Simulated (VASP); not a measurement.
Set up this calculation in VASP 6.6.1, as the native input.

```yaml
Task: density of states
Functional: PBEsol
Potentials_or_basis: VASP PAW PBE potentials, release 64 (Mo_sv, S)
Cutoff: 520 eV
k_mesh: 9 × 9 × 9
Occupations: fermi-dirac, width 0.0429 eV
Spin: no spin polarisation
Dipole_correction: no
k_mesh_for_the_DOS: 14 × 14 × 14
Occupations_for_the_DOS: tetrahedron
Further_INCAR_settings: ALGO = Normal; EDIFF = 1e-06; NBANDS = 20
```

MoS2:

```xyz
3
Lattice="1.5747 0.9091 6.1292 -1.5747 0.9091 6.1292 0.0000 -1.8183 6.1292" Properties=species:S:1:pos:R:3 pbc="T T T"
Mo    0.0000    0.0000    0.0000
S     0.0000    0.0000    4.5969
S     0.0000    0.0000    7.6676
```

These files were run (other wordings do the same):

POSCAR

```
MoS2
1.0
    1.5746546700      0.9091238800      6.1291938100
   -1.5746546700      0.9091238800      6.1291938100
    0.0000000000     -1.8182577300      6.1291938100
Mo S
1 2
Direct
    0.0000000000      0.0000000000      0.0000000000
    0.2500000000      0.2500000000      0.2500000000
    0.4170000000      0.4170000000      0.4170000000
```

INCAR.step1

```
SYSTEM = MoS2
PREC = Accurate
ENCUT = 520
EDIFF = 1E-6
ISMEAR = -1
SIGMA = 0.0429
LREAL = .FALSE.
LASPH = .TRUE.
NELM = 100
ALGO = Normal
ISIF = 2
LWAVE = .FALSE.
LCHARG = .TRUE.
LMAXMIX = 4
GGA = PS
NBANDS = 20
```

KPOINTS.step1

```
Automatic mesh
0
G
  9 9 9
  0 0 0
```

INCAR.step2

```
SYSTEM = MoS2
PREC = Accurate
ENCUT = 520
EDIFF = 1E-6
ISMEAR = -5
SIGMA = 0.0429
LREAL = .FALSE.
LASPH = .TRUE.
NELM = 100
ALGO = Normal
ISIF = 2
LWAVE = .FALSE.
LCHARG = .FALSE.
LMAXMIX = 4
GGA = PS
LORBIT = 11
NBANDS = 20
NEDOS = 1001
ICHARG = 11
```

KPOINTS.step2

```
Automatic mesh
0
G
  14 14 14
  0 0 0
```

Potentials or basis: VASP PAW PBE potentials, release 64 (Mo_sv, S).

Command:

```console
$ cat potpaw_PBE.64/Mo_sv/POTCAR potpaw_PBE.64/S/POTCAR > POTCAR
$ cp INCAR.step1 INCAR
$ cp KPOINTS.step1 KPOINTS
$ mpirun -np 1 vasp_std > vasp.out
$ cp INCAR.step2 INCAR
$ cp KPOINTS.step2 KPOINTS
$ mpirun -np 1 vasp_std > vasp.out
```

It gave:

| Quantity | Value |
| --- | --- |
| Valence electrons inside the program's atomic spheres | Mo 12.55; S 3.69 |

Run time: 8.3 min on 1 thread of Intel(R) Xeon(R) Platinum 8488C (Sapphire Rapids), with other jobs on the host, peak memory 0.51 GiB.
